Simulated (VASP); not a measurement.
Wanted: the native input for a VASP 6.6.1 run.

```yaml
Task: relaxation of cell and atoms
Functional: PBEsol
Potentials_or_basis: VASP PAW PBE potentials, release 64 (Zr_sv, H)
Cutoff: 600 eV
k_mesh: 15 × 15 × 15
Occupations: fermi-dirac, width 0.1 eV
Spin: no spin polarisation
Dipole_correction: no
Further_INCAR_settings: ALGO = Normal; EDIFF = 1e-07; IBRION = 2; EDIFFG = -0.02; NSW = 80; ISIF = 3
```

The structure of ZrH3 lies in POSCAR:

```
ZrH3
1.0
    3.0891339152      0.0000000000      0.0000000000
    0.0000000000      3.0891339152      0.0000000000
    0.0000000000      0.0000000000      3.0891339152
Zr H
1 3
Direct
    0.0000000000      0.0000000000      0.0000000000
    0.0000000000      0.5000000000      0.5000000000
    0.5000000000      0.0000000000      0.5000000000
    0.5000000000      0.5000000000      0.0000000000
```

One way to write it, as run:

INCAR

```
SYSTEM = ZrH3
PREC     = Accurate       ! precision mode
ENCUT    = 600            ! plane-wave cutoff, eV
EDIFF    = 1E-7           ! SCF threshold, eV
ISMEAR   = -1             ! smearing method
SIGMA    = 0.1            ! smearing width, eV
LREAL    = .FALSE.        ! projectors in reciprocal space
LASPH    = .TRUE.         ! aspherical terms in the spheres
NELM     = 100            ! most SCF steps
ALGO     = Normal         ! electronic algorithm
ISIF     = 3              ! what is computed and relaxed
LWAVE    = .FALSE.        ! write WAVECAR
LCHARG   = .FALSE.        ! write CHGCAR
GGA      = PS             ! functional
IBRION   = 2              ! ionic algorithm
NSW      = 80             ! ionic steps
EDIFFG   = -0.02          ! ionic threshold
```

KPOINTS

```
Automatic mesh
0
G
  15 15 15
  0 0 0
```

Potentials or basis: VASP PAW PBE potentials, release 64 (Zr_sv, H).

Run with:

```console
$ cat potpaw_PBE.64/Zr_sv/POTCAR potpaw_PBE.64/H/POTCAR > POTCAR
$ mpirun -np 1 vasp_std > vasp.out
```

It gave:

```yaml
Pressure_after_relaxing: 0.1 GPa
```

Caveat: the relaxation stopped at its first step, so nothing moved; the PAW data sets were made with another functional, which shifts forces and pressure a little.

Wall time 22 s on 1 thread of Intel(R) Xeon(R) 6975P-C (Granite Rapids), with other jobs on the host, peak memory 0.19 GiB.
